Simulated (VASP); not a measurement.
Wanted: the native input for a VASP 6.6.1 run.

```
Task                   : single point
Functional             : r2SCAN
Dispersion             : D4
Potentials or basis    : VASP PAW PBE potentials, release 64 (Pb_d, S)
Cutoff                 : 520 eV
k mesh                 : 8 × 8 × 8
Occupations            : fermi-dirac, width 0.05 eV
Spin                   : no spin polarisation
Dipole correction      : no
Further INCAR settings : ALGO = Normal; EDIFF = 1e-07; NBANDS = 17
```

PbS (Galena):

```
CELL_PARAMETERS angstrom
0.00000 2.97562 2.97562
2.97562 0.00000 2.97562
2.97562 2.97562 0.00000
ATOMIC_POSITIONS crystal
Pb 0.00000 0.00000 0.00000
S 0.50000 0.50000 0.50000
```

These files were run (other wordings do the same):

POSCAR

```
PbS
1.0
    0.0000000000      2.9756227884      2.9756227884
    2.9756227884      0.0000000000      2.9756227884
    2.9756227884      2.9756227884      0.0000000000
Pb S
1 1
Direct
    0.0000000000      0.0000000000      0.0000000000
    0.5000000000      0.5000000000      0.5000000000
```

INCAR.step1

```
ALGO     = Normal         # electronic algorithm
EDIFF    = 1E-4           # SCF threshold, eV
ENCUT    = 520            # plane-wave cutoff, eV
GGA      = PE             # functional
ISMEAR   = -1             # smearing method
LASPH    = T              # aspherical terms in the spheres
LCHARG   = F              # write CHGCAR
LREAL    = F              # projectors in reciprocal space
LWAVE    = T              # write WAVECAR
NBANDS   = 17             # bands
NELM     = 80             # most SCF steps
PREC     = Accurate       # precision mode
SIGMA    = 0.05           # smearing width, eV
```

INCAR.step2

```
ALGO     = Normal         # electronic algorithm
EDIFF    = 1E-7           # SCF threshold, eV
ENCUT    = 520            # plane-wave cutoff, eV
ISIF     = 2              # what is computed and relaxed
ISMEAR   = -1             # smearing method
ISTART   = 1            
IVDW     = 13             # dispersion correction
LASPH    = T              # aspherical terms in the spheres
LCHARG   = F              # write CHGCAR
LMIXTAU  = T            
LREAL    = F              # projectors in reciprocal space
LWAVE    = F              # write WAVECAR
METAGGA  = R2SCAN         # meta-GGA
NBANDS   = 17             # bands
NELM     = 80             # most SCF steps
PREC     = Accurate       # precision mode
SIGMA    = 0.05           # smearing width, eV
VDW_A1   = 0.51559235   
VDW_A2   = 5.77342911   
VDW_S6   = 1.0          
VDW_S8   = 0.6018749
```

KPOINTS

```
k-points
0
Gamma
  8 8 8
```

Potentials or basis: VASP PAW PBE potentials, release 64 (Pb_d, S).

Run with:

```sh
$ cat potpaw_PBE.64/Pb_d/POTCAR potpaw_PBE.64/S/POTCAR > POTCAR
$ cp INCAR.step1 INCAR
$ mpirun -np 1 vasp_std > vasp.out
$ cp INCAR.step2 INCAR
$ mpirun -np 1 vasp_std > vasp.out
```

It gave:

* Pressure: 0.0 GPa
* Band gap on the k mesh: 0.66 eV, direct
* Dispersion energy per atom: -0.130 eV

Caveat: the PAW data sets were made with another functional, which shifts forces and pressure a little; spin-orbit coupling is left out, which moves the levels of the heavy elements.

Run time: 51 s on 1 thread of Intel(R) Xeon(R) Platinum 8488C (Sapphire Rapids), with other jobs on the host, peak memory 0.19 GiB.
